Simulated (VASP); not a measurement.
## RuS2: single point with PBE

RuS2:

```
Ru S
1.0
     5.49607    0.00000    0.00000
     0.00000    5.49607    0.00000
     0.00000    0.00000    5.49607
Ru S
4 8
Direct
  0.00000 0.50000 0.50000
  0.50000 0.50000 0.00000
  0.50000 0.00000 0.50000
  0.00000 0.00000 0.00000
  0.38831 0.11169 0.88831
  0.11169 0.88831 0.38831
  0.88831 0.38831 0.11169
  0.61169 0.61169 0.61169
  0.61169 0.88831 0.11169
  0.88831 0.11169 0.61169
  0.11169 0.61169 0.88831
  0.38831 0.38831 0.38831
```

```yaml
Program: VASP 6.6.1
Task: single point
Functional: PBE
Potentials_or_basis: VASP PAW PBE potentials, release 64 (Ru_pv, S)
Cutoff: 520 eV
k_mesh: 5 × 5 × 5
Occupations: fermi-dirac, width 0.05 eV
Spin: no spin polarisation
```

| Property | Result |
| --- | --- |
| Pressure | 17.0 GPa |
| Largest force | 0.221 eV/Å |
| Band gap on the k mesh | 0.72 eV (least direct gap 0.97 eV) |

Forces on the atoms (eV/Å):
```
Ru   0.000  0.000  0.000
Ru   0.000  0.000  0.000
Ru   0.000  0.000  0.000
Ru   0.000  0.000  0.000
S   -0.128  0.128 -0.128
S    0.128 -0.128 -0.128
S   -0.128 -0.128  0.128
S    0.128  0.128  0.128
S    0.128 -0.128  0.128
S   -0.128  0.128  0.128
S    0.128  0.128 -0.128
S   -0.128 -0.128 -0.128
```

Levels at points of the mesh, in eV from the valence-band top:
```csv
k point,band 50,band 51,band 52,band 53,band 54,band 55
"(0.00, 0.00, 0.00)",-0.59,-0.59,-0.26,0.72,2.97,2.97
```

Run time: 60 s on 1 thread of AMD EPYC 9R45 96-Core Processor (Zen 5) (shared host), peak memory 0.26 GiB.

Caveat: the cell stands under pressure; an odd mesh through Γ misses points on the zone boundary, where band edges can lie.
